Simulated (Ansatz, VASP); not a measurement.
MgS: VASP beside Ansatz

```
Mg S
1.0
     0.00000    2.60440    2.60440
     2.60440    0.00000    2.60440
     2.60440    2.60440    0.00000
Mg S
1 1
Direct
  0.00000 0.00000 0.00000
  0.50000 0.50000 0.50000
```

Alike in both runs: task single point; functional LDA; k mesh 6 × 6 × 6; occupations gaussian, width 0.1 eV; no spin polarisation.

|  | VASP | Ansatz |
| --- | --- | --- |
| version | VASP 6.6.1 | Ansatz 0.2.0 |
| potentials or method | VASP PAW LDA potentials, release 64 (Mg, S), cutoff 600 eV | scalar-relativistic, plane waves, PAW |
| valence electrons in the cell | 8 | 16 |

```csv
,VASP,Ansatz,Ansatz less VASP
gap on the k mesh at the Fermi level (eV),2.55,2.55,+0.003
least direct gap on the mesh (eV),3.47,3.46,-0.011
pressure (GPa),-4.0,-3.4,+0.57
```

Ansatz warns that its potentials were made for another functional, while VASP's fit it. LDA's correlation is that of Perdew and Zunger in VASP and of Perdew and Wang (1992) in Ansatz. VASP's potentials hold 8 valence electrons a cell and Ansatz's 16, so a difference there can come from the potentials and not from the codes.
